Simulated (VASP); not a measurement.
Wanted: the native input for a VASP 6.6.1 run.

| Property | Result |
| --- | --- |
| Task | single point |
| Functional | PBEsol |
| Potentials or basis | VASP PAW PBE potentials, release 64 (Be, C) |
| Cutoff | 600 eV |
| k mesh | 7 × 7 × 7, shifted |
| Occupations | methfessel-paxton, width 0.0165 eV |
| Spin | no spin polarisation |
| Dipole correction | no |
| Further INCAR settings | ALGO = Normal; EDIFF = 1e-06; NBANDS = 11; ISYM = 0 |

The structure of Be2C lies in POSCAR:

```
Be2C
1.0
    0.0000000000      2.1724960000      2.1724960000
    2.1724960000      0.0000000000      2.1724960000
    2.1724960000      2.1724960000      0.0000000000
Be C
2 1
Direct
    0.2500000000      0.2500000000      0.2500000000
    0.7500000000      0.7500000000      0.7500000000
    0.0000000000      0.0000000000      0.0000000000
```

These files were run (other wordings do the same):

INCAR

```
PREC = Accurate
ENCUT = 600
EDIFF = 1E-6
ISMEAR = 1
SIGMA = 0.0165
LREAL = F
LASPH = T
NELM = 120
ALGO = Normal
ISIF = 2
LWAVE = F
LCHARG = F
GGA = PS
NBANDS = 11
ISYM = 0
GGA_COMPAT = F
```

KPOINTS

```
Automatic mesh
0
Gamma
  7 7 7
  0.5 0.5 0.5
```

Potentials or basis: VASP PAW PBE potentials, release 64 (Be, C).

The run is started by

```console
$ cat potpaw_PBE.64/Be/POTCAR potpaw_PBE.64/C/POTCAR > POTCAR
$ mpirun -np 1 vasp_std > vasp.out
```

Results of the run:

The pressure is -4.2 GPa and the band gap on the k mesh is 1.60 eV (least direct gap 4.47 eV).

Caveat: the cell stands under tension; the PAW data sets were made with another functional, which shifts forces and pressure a little; a shifted mesh leaves out Γ, where band edges can lie.

It took 4.5 min on 1 thread of Intel Xeon 8259CL (shared host), peak memory 0.31 GiB.
